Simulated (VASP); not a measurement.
Here is a VASP 6.6.1 calculation.

The input INCAR:

```
SYSTEM = KZn2Ge2
ALGO = Normal
EDIFF = 1E-6
ENCUT = 520
GGA = PE
ISIF = 2
ISMEAR = -1
LASPH = .True.
LCHARG = .False.
LREAL = .False.
LWAVE = .False.
NBANDS = 38
NELM = 80
PREC = Accurate
SIGMA = 0.1
```

The input KPOINTS:

```
k-points
0
Gamma
  8 8 8
  0 0 0
```

Contents of POSCAR:

```
KZn2Ge2
1.0
    0.0000000000      4.4467590000      0.0000000000
    4.4467590000      0.0000000000      0.0000000000
    2.2233790000      2.2233790000     -5.7300870000
Ge K Zn
2 1 2
Direct
    0.3860000000      0.3860000000      0.2280000000
    0.6140000000      0.6140000000      0.7720000000
    0.0000000000      0.0000000000      0.0000000000
    0.7500000000      0.2500000000      0.5000000000
    0.2500000000      0.7500000000      0.5000000000
```

Potentials or basis: VASP PAW PBE potentials, release 64 (Ge_d, K_sv, Zn).

Launch:

```console
$ cat potpaw_PBE.64/Ge_d/POTCAR potpaw_PBE.64/K_sv/POTCAR potpaw_PBE.64/Zn/POTCAR > POTCAR
$ mpirun -np 1 vasp_std > vasp.out
```

Q: Estimate the largest force.

A: 0.477 eV/Å.

Q: Predict the pressure.

A: -2.3 GPa.

Q: Predict the band gap on the k mesh.

A: Zero (an odd number of electrons rules out a gap without spin polarisation).

Forces in eV/Å, atoms in the order of the input:
```
Ge   0.000  0.000 -0.477
Ge   0.000  0.000  0.477
K    0.000  0.000  0.000
Zn   0.000  0.000  0.000
Zn   0.000  0.000  0.000
```
